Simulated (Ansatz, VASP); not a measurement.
# ZnCu in VASP and in Ansatz

File POSCAR:

```
ZnCu
1.0
    2.9200023228      0.0000000000      0.0000000000
    0.0000000000      2.9200023228      0.0000000000
    0.0000000000      0.0000000000      2.9200023228
Zn Cu
1 1
Direct
    0.5000000000      0.5000000000      0.5000000000
    0.0000000000      0.0000000000      0.0000000000
```

INCAR.step1

```
SYSTEM = ZnCu
  PREC = Accurate
  ENCUT = 520
  ISMEAR = 0
  SIGMA = 0.05
  LREAL = .False.
  LASPH = .True.
  NELM = 100
  NBANDS = 18
  GGA = PE
  ALGO = Normal
  EDIFF = 1E-4
  LWAVE = .True.
  LCHARG = .False.
```

File INCAR.step2:

```
SYSTEM = ZnCu
  PREC = Accurate
  ENCUT = 520
  EDIFF = 1E-6
  ISMEAR = 0
  SIGMA = 0.05
  LREAL = .False.
  LASPH = .True.
  NELM = 100
  ALGO = Normal
  ISIF = 2
  LWAVE = .False.
  LCHARG = .False.
  METAGGA = R2SCAN
  LMIXTAU = .True.
  NBANDS = 18
  ISTART = 1
```

File KPOINTS:

```
regular mesh
0
Gamma
  12 12 12
  0 0 0
```

Input for Ansatz:

```yaml
crystal:
  lattice:
    - [2.9200023228, 0.0, 0.0]
    - [0.0, 2.9200023228, 0.0]
    - [0.0, 0.0, 2.9200023228]
  atoms:
    - { symbol: Zn, position: [0.5, 0.5, 0.5] }
    - { symbol: Cu, position: [0.0, 0.0, 0.0] }
basis:
  ecutwfc: 500
  ecutrho_ratio: 4
kpoints:
  mp_grid: { grid: [12, 12, 12] }
hamiltonian:
  xc: r2scan
scf:
  occupations: { method: gaussian, width: 0.05 }
output:
  forces: true
  stress: true
  eigenvalues: true
```

Alike in both runs: task single point; functional r2SCAN; k mesh 12 × 12 × 12; occupations gaussian, width 0.05 eV; no spin polarisation.

```csv
,VASP,Ansatz
version,VASP 6.6.1,Ansatz 0.2.0
potentials or method,"VASP PAW PBE potentials, release 64 (Zn, Cu), cutoff 520 eV","scalar-relativistic, plane waves, PAW"
valence electrons in the cell,23,31
```

```csv
,VASP,Ansatz,Ansatz less VASP
gap on the k mesh at the Fermi level (eV),none,none,-
pressure (GPa),0.7,0.0,-0.69
```

VASP's potentials were made for PBE, not for r2SCAN. A gap of «none» marks a metal or a gap that the smearing closes. VASP's potentials hold 23 valence electrons a cell and Ansatz's 31, so a difference there can come from the potentials and not from the codes.
